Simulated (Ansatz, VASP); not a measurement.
**W: VASP beside Ansatz**

Contents of INCAR:

```
PREC = Accurate
ENCUT = 520
EDIFF = 1E-6
ISMEAR = -1
SIGMA = 0.1
LREAL = False
LASPH = True
NELM = 100
ALGO = Normal
ISIF = 2
LWAVE = False
LCHARG = False
GGA = RP
NBANDS = 21
```

The input KPOINTS:

```
regular mesh
0
Gamma
  11 11 11
```

POSCAR

```
W
1.0
    0.0000000000      2.8114227349      2.8114227349
    2.8114227349      0.0000000000      2.8114227349
    2.8114227349      2.8114227349      0.0000000000
W
2
Direct
    0.1250000000      0.1250000000      0.1250000000
    0.8750000000      0.8750000000      0.8750000000
```

Input for Ansatz:

```yaml
crystal:
  lattice:
    - [0.0, 2.8114227349, 2.8114227349]
    - [2.8114227349, 0.0, 2.8114227349]
    - [2.8114227349, 2.8114227349, 0.0]
  atoms:
    - { symbol: W, position: [0.125, 0.125, 0.125] }
    - { symbol: W, position: [0.875, 0.875, 0.875] }
hamiltonian:
  xc: rpbe
  pseudopotentials:
    kind: paw
    azcp:
      W: "pseudopotentials/W.paw.azcp"
basis:
  ecutwfc: 420
  fft_grid_basis: typed
kpoints:
  mp_grid: { grid: [11, 11, 11], shift: [0, 0, 0] }
magnetization:
  spin_polarized: false
scf:
  occupations: { method: fermi_dirac, width: 0.1 }
  lower_state_search: "off"
output:
  stress: true
```

Alike in both runs: task single point; functional RPBE; k mesh 11 × 11 × 11; occupations fermi-dirac, width 0.1 eV; no spin polarisation.

|  | VASP | Ansatz |
| --- | --- | --- |
| version | VASP 6.6.1 | Ansatz 0.2.0 |
| potentials or method | VASP PAW PBE potentials, release 64 (W_sv), cutoff 520 eV | plane waves (420 eV) with PAW, scalar-relativistic |
| valence electrons in the cell | 28 | 28 |

Ansatz gave:

```
pressure (GPa) : 18.6
```

**Question.** What did VASP give for the same quantities?

**Answer.** Pressure (GPa): 19.7.

VASP's potentials were made for PBE, not for RPBE. The functional is the same, so the differences come from potentials, cutoffs and numerics.

Neither program's run includes spin-orbit coupling.
